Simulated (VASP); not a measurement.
# CdSe (P6_3/mmc) in VASP: single point with HSE06

Aim: the single point of CdSe with HSE06.

Everything below comes from runs of VASP 6.6.1. Logs are shortened: lines on timing, memory, paths and dates and some standing lists are left out, and cuts for length are marked.

### Step 1. The cell of the first run

Symmetry: P6_3/mmc, No. 194, hexagonal system. The conventional cell has a = 4.019 Å, b = 4.019 Å, c = 6.430 Å, α = 90.00°, β = 90.00°, γ = 120.00°. Within 3.7 Å of Cd (site symmetry -3m) lie 6 Se at 2.82 Å and 2 Cd at 3.22 Å. Within 3.7 Å of Se (site symmetry -6m2) lie 6 Cd at 2.82 Å.

### Step 2. Single point, HSE06 (uniaxial z strain -3.4%)

Contents of POSCAR:

```
CdSe
1.0
    4.0193504367      0.0000000000      0.0000000000
   -2.0096752184      3.4808595849      0.0000000000
    0.0000000000      0.0000000000      6.4303353645
Cd Se
2 2
Direct
    0.0000000000      0.0000000000      0.0000000000
    0.0000000000      0.0000000000      0.5000000000
    0.3333333333      0.6666666667      0.2500000000
    0.6666666667      0.3333333333      0.7500000000
```

Contents of INCAR.step1:

```
SYSTEM = CdSe
ALGO = Normal
EDIFF = 1E-5
ENCUT = 520
GGA = PE
ISIF = 2
ISMEAR = -1
KPAR = 4
LASPH = .True.
LCHARG = .False.
LREAL = .False.
LWAVE = .True.
NBANDS = 26
NELM = 100
PREC = Accurate
SIGMA = 0.02
```

Contents of INCAR.step2:

```
SYSTEM = CdSe
ALGO = Normal
EDIFF = 1E-6
ENCUT = 520
GGA = PE
HFSCREEN = 0.2079
ISIF = 2
ISMEAR = -1
ISTART = 1
KPAR = 4
LASPH = .True.
LCHARG = .False.
LHFCALC = .True.
LREAL = .False.
LWAVE = .False.
NBANDS = 26
NELM = 100
PREC = Accurate
PRECFOCK = Normal
SIGMA = 0.02
```

Contents of KPOINTS:

```
k-points
0
Gamma
  6 6 4
  0 0 0
```

Potentials or basis: VASP PAW PBE potentials, release 64 (Cd, Se).

Command:

```console
> cat potpaw_PBE.64/Cd/POTCAR potpaw_PBE.64/Se/POTCAR > POTCAR
> cp INCAR.step1 INCAR
> mpirun -np 4 vasp_std > vasp.out
> cp INCAR.step2 INCAR
> mpirun -np 4 vasp_std > vasp.out
```

OUTCAR:

```text
SYSTEM = CdSe
   EDIFF = 1E-6
   ENCUT = 520
   GGA = PE
   HFSCREEN = 0.2079
   ISIF = 2
   ISMEAR = -1
   ISTART = 1
   LASPH = .True.
   LHFCALC = .True.
   LREAL = .False.
   NELM = 100
   PREC = Accurate
   PRECFOCK = Normal

 ion  position               nearest neighbor table
   1  0.000  0.000  0.000-   3 2.82   4 2.82   4 2.82   3 2.82   4 2.82   3 2.82   2 3.22   2 3.22

   2  0.000  0.000  0.500-   3 2.82   4 2.82   4 2.82   3 2.82   4 2.82   3 2.82   1 3.22   1 3.22

   3  0.333  0.667  0.250-   1 2.82   2 2.82   1 2.82   2 2.82   1 2.82   2 2.82
   4  0.667  0.333  0.750-   1 2.82   2 2.82   1 2.82   2 2.82   1 2.82   2 2.82

  LATTYP: Found a hexagonal cell.
 ALAT       =     4.0193504367
 C/A-ratio  =     1.5998444191

  Lattice vectors:

 A1 = (   4.0193504367,   0.0000000000,   0.0000000000)
 A2 = (  -2.0096752184,   3.4808595849,   0.0000000000)
 A3 = (   0.0000000000,   0.0000000000,   6.4303353645)

Analysis of symmetry for initial positions (statically):
=====================================================================
 Subroutine PRICEL returns:
 Original cell was already a primitive cell.

 Routine SETGRP: Setting up the symmetry group for a
 hexagonal supercell.

 Subroutine GETGRP returns: Found 24 space group operations
 (whereof 12 operations were pure point group operations)
 out of a pool of 24 trial point group operations.

The static configuration has the point symmetry D_3d.
 The point group associated with its full space group is D_6h.

Analysis of symmetry for dynamics (positions and initial velocities):
=====================================================================
 Subroutine PRICEL returns:
 Original cell was already a primitive cell.

 Routine SETGRP: Setting up the symmetry group for a
 hexagonal supercell.

 Subroutine GETGRP returns: Found 24 space group operations
 (whereof 12 operations were pure point group operations)
 out of a pool of 24 trial point group operations.

The dynamic configuration has the point symmetry D_3d.
 The point group associated with its full space group is D_6h.

 Subroutine INISYM returns: Found 24 space group operations
 (whereof 12 operations are pure point group operations),
 and found     1 'primitive' translations

----------------------------------------------------------------------------------------

                                     Primitive cell

  volume of cell :      89.9655

  direct lattice vectors                    reciprocal lattice vectors
     4.019350437  0.000000000  0.000000000     0.248796420  0.143642680  0.000000000
    -2.009675218  3.480859585  0.000000000     0.000000000  0.287285360  0.000000000
     0.000000000  0.000000000  6.430335365     0.000000000  0.000000000  0.155512884

  length of vectors
     4.019350437  4.019350437  6.430335365     0.287285360  0.287285360  0.155512884

  position of ions in fractional coordinates (direct lattice)
     0.000000000  0.000000000  0.000000000
     0.000000000  0.000000000  0.500000000
     0.333333333  0.666666667  0.250000000
     0.666666667  0.333333333  0.750000000

  ion indices of the primitive-cell ions
   primitive index   ion index
                 1           1
                 2           2
                 3           3
                 4           4

----------------------------------------------------------------------------------------

 KPOINTS: k-points

Automatic generation of k-mesh.
 Grid dimensions read from file:
 generate k-points for:    6    6    4

 Generating k-lattice:

  Cartesian coordinates                     Fractional coordinates (reciprocal lattice)
     0.041466070  0.023940447  0.000000000     0.166666667  0.000000000  0.000000000
     0.000000000  0.047880893  0.000000000     0.000000000  0.166666667  0.000000000
     0.000000000  0.000000000  0.038878221     0.000000000  0.000000000  0.250000000

  Length of vectors
     0.047880893  0.047880893  0.038878221

  Shift w.r.t. Gamma in fractional coordinates (k-lattice)
     0.000000000  0.000000000  0.000000000

 Subroutine IBZKPT returns following result:
 ===========================================

 Found     21 irreducible k-points:

 Following reciprocal coordinates:
            Coordinates               Weight
  0.000000  0.000000  0.000000      1.000000
  0.166667 -0.000000  0.000000      6.000000
  0.333333 -0.000000  0.000000      6.000000
  0.500000  0.000000  0.000000      3.000000
  0.166667  0.166667  0.000000      6.000000
  0.333333  0.166667  0.000000     12.000000
[... 13 lines left out ...]
  0.333333  0.166667  0.500000     12.000000
  0.333333  0.333333  0.500000      2.000000
   k-points           NKPTS =     21   k-points in BZ     NKDIM =    144   number of bands    NBANDS=     26
   number of dos      NEDOS =    301   number of ions     NIONS =      4
   total plane-waves  NPLWV =  43200
   dimension x,y,z NGX =    30 NGY =   30 NGZ =   48
   dimension x,y,z NGXF=    60 NGYF=   60 NGZF=   96
   ions per type =               2   2
   NGX,Y,Z   is equivalent  to a cutoff of  12.41, 12.41, 12.41 a.u.
   NGXF,Y,Z  is equivalent  to a cutoff of  24.82, 24.82, 24.82 a.u.
 SYSTEM =  CdSe
   PREC   = accura    normal or accurate (medium, high low for compatibility)
   ISTART =      1    job   : 0-new  1-cont  2-samecut
   ICHARG =      0    charge: 1-file 2-atom 10-const
   ISPIN  =      1    spin polarized calculation?
   LNONCOLLINEAR =      F non collinear calculations
   LSORBIT =      F    spin-orbit coupling
   LASPH  =      T    aspherical Exc in radial PAW
   ENCUT  =  520.0 eV  38.22 Ry    6.18 a.u.   7.47  7.47 11.96*2*pi/ulx,y,z
   NELM   =    100;   NELMIN=  2; NELMDL=  0     # of ELM steps
   EDIFF  = 0.1E-05   stopping-criterion for ELM
   LREAL  =      F    real-space projection
   EDIFFG = 0.1E-04   stopping-criterion for IOM
   NSW    =      0    number of steps for IOM
   IBRION =     -1    ionic relax: 0-MD 1-quasi-New 2-CG
   NFREE  =      0    steps in history (QN), initial steepest desc. (CG)
   ISIF   =      2    stress and relaxation
   ISYM   =      3    0-nonsym 1-usesym 2-fastsym
   POTIM  = 0.5000    time-step for ionic-motion
   TEBEG  =    0.0;   TEEND  =   0.0 temperature during run
   PSTRESS=    0.0 pullay stress
   NELECT =      36.0000    total number of electrons
   NUPDOWN=      -1.0000    fix difference up-down
   EMIN   =  10.00;   EMAX   =-10.00  energy-range for DOS
   EFERMI =   0.00;   METHOD = LEGACY
   ISMEAR =    -1;   SIGMA  =   0.02  broadening in eV -4-tet -1-fermi 0-gaus
   EFERMI_NEDOS =   21; number of points for ismear=-14 and -15
   IALGO  =     38    algorithm
   IMIX   =      1    mixing-type and parameters
     AMIX     =   0.40;   BMIX     =  1.00
     AMIX_MAG =   1.60;   BMIX_MAG =  1.00
  volume/ion in A,a.u.               =      22.49       151.78
  Fermi-wavevector in a.u.,A,eV,Ry     =   1.206379  2.279725 19.801233  1.455350
  Thomas-Fermi vector in A             =   2.342048
   LORBIT       =      0    0 simple, 1 ext, 2 COOP (PROOUT), +10 PAW based schemes
   GGA     = PE    functional components
   LHFCALC =     T    Hartree Fock is set to
   PRECFOCK=normal    Normal, Fast or Accurate (Low or Medium for compatibility)
   ENCUT4O =  -1.0   cutoff for four orbital integrals eV
   NKREDX  =     1    reduce k-point grid by
   NKREDY  =     1    reduce k-point grid by
   NKREDZ  =     1    reduce k-point grid by
   AEXX    =    0.2500 exact exchange contribution
   HFSCREEN=    0.2079 screening length (either q_TF or 0.3 A-1)
   HFSCREENC=   0.2079 screening length for correlation (either q_TF or 0.3 A-1)
   ENCUTFOCK=  -1.0 apply spherical cutoff to Coloumb kernel
   IVDW    =     0    specifies the selected vdW correction
   LEPSILON=     F    determine dielectric tensor
   LRPA    =     F    only Hartree local field effects (RPA)
 non-spin polarized calculation
  energy-cutoff  :      520.00
  volume of cell :       89.97
 maximum number of plane-waves:      2448
 NGX is ok and might be reduce to    30
  NGX = 24; NGY = 24; NGZ = 36

 number of electron      36.0000007 magnetization

 Free energy of the ion-electron system (eV)
  ---------------------------------------------------
  ext. energy  EPLUGINS =         0.00000000
  ---------------------------------------------------
  free energy    TOTEN  =       -12.91776378 eV

  energy without entropy =      -12.91776378  energy(sigma->0) =      -12.91776378

 E-fermi :   2.6819     XC(G=0):  -8.4571

 val. band max:        2.1686740682   @ k =   0.3333  -0.0000   0.0000
 cond. band min:       3.1345259895   @ k =   0.0000   0.0000   0.0000
 fundamental gap:      0.9658519213
 Fermi energy:         2.6818705758

 k-point     1 :       0.0000    0.0000    0.0000
  band No.  band energies     occupation
      1     -12.2484      2.00000
      2     -11.0454      2.00000
      3      -7.5686      2.00000
      4      -7.5271      2.00000
      5      -7.5271      2.00000
      6      -7.1737      2.00000
[... 18 lines left out ...]
     25      11.4327      0.00000
     26      11.6294      0.00000

 k-point     2 :       0.1667   -0.0000    0.0000
  band No.  band energies     occupation
      1     -12.0380      2.00000
      2     -11.0863      2.00000
      3      -7.5612      2.00000
      4      -7.5217      2.00000
      5      -7.2814      2.00000
      6      -7.2058      2.00000
[... 18 lines left out ...]
     25      10.4609      0.00000
     26      11.4998      0.00000

 k-point     3 :       0.3333   -0.0000    0.0000
  band No.  band energies     occupation
      1     -11.5574      2.00000
      2     -11.1437      2.00000
      3      -7.5635      2.00000
      4      -7.5353      2.00000
      5      -7.3220      2.00000
      6      -7.2822      2.00000
[... 485 lines left out ...]
 k-point    20 :       0.3333    0.1667    0.5000
  band No.  band energies     occupation
      1     -11.2179      2.00000
      2     -11.2179      2.00000
      3      -7.3675      2.00000
      4      -7.3675      2.00000
      5      -7.1872      2.00000
      6      -7.1872      2.00000
[... 18 lines left out ...]
     25      12.1392      0.00000
     26      12.1392      0.00000

 k-point    21 :       0.3333    0.3333    0.5000
  band No.  band energies     occupation
      1     -11.1549      2.00000
      2     -11.1549      2.00000
      3      -7.4208      2.00000
      4      -7.4208      2.00000
      5      -7.1465      2.00000
      6      -7.1465      2.00000
[... 18 lines left out ...]
     25      11.8507      0.00000
     26      11.8507      0.00000

------------------------ aborting loop because EDIFF is reached ----------------------------------------

  FORCE on cell =-STRESS in cart. coord.  units (eV):
  Direction    XX          YY          ZZ          XY          YZ          ZX
  --------------------------------------------------------------------------------------
  -------------------------------------------------------------------------------------
  Total        1.2327713      1.2327713      2.6455988     -0.0000000      0.0000000      0.0000000
  in kB       21.9541731     21.9541731     47.1149319     -0.0000000      0.0000000      0.0000000
  external PRESSURE =      30.3410927 kB  Pullay stress =       0.0000000 kB

 VOLUME and BASIS-vectors are now :
 -----------------------------------------------------------------------------
  energy-cutoff  :      520.00
  volume of cell :       89.97
      direct lattice vectors                 reciprocal lattice vectors
     4.019350437  0.000000000  0.000000000     0.248796420  0.143642680  0.000000000
    -2.009675218  3.480859585  0.000000000     0.000000000  0.287285360  0.000000000
     0.000000000  0.000000000  6.430335365     0.000000000  0.000000000  0.155512884

 POSITION                                       TOTAL-FORCE (eV/Angst)
 -----------------------------------------------------------------------------------
      0.00000      0.00000      0.00000         0.000000      0.000000      0.000000
      0.00000      0.00000      3.21517         0.000000      0.000000      0.000000
     -0.00000      2.32057      1.60758        -0.000000      0.000000      0.000000
      2.00968      1.16029      4.82275         0.000000     -0.000000      0.000000
 -----------------------------------------------------------------------------------
    total drift:                                0.000000     -0.000000     -0.000000

  FREE ENERGIE OF THE ION-ELECTRON SYSTEM (eV)
  ---------------------------------------------------
  free  energy   TOTEN  =       -12.9177637806 eV

  energy  without entropy=      -12.9177637806  energy(sigma->0) =      -12.91776378
```

It took 48 min on 4 MPI ranks of Intel Xeon Platinum 8488C (Sapphire Rapids), shared host; peak memory 0.37 GiB.

Results:

| Quantity | Value |
| --- | --- |
| Free energy | -12.9178 eV |
| Pressure | 3.0 GPa |
| Band gap on the k mesh | 0.97 eV (least direct gap 1.06 eV) |

Stress tensor (GPa, compression positive):
```
2.20 0.00 0.00
0.00 2.20 0.00
0.00 0.00 4.71
```

Caveat: the cell differs from its parent crystal (uniaxial z strain -3.4%); the cell stands under pressure; the PAW data sets were made with another functional, which shifts forces and pressure a little.
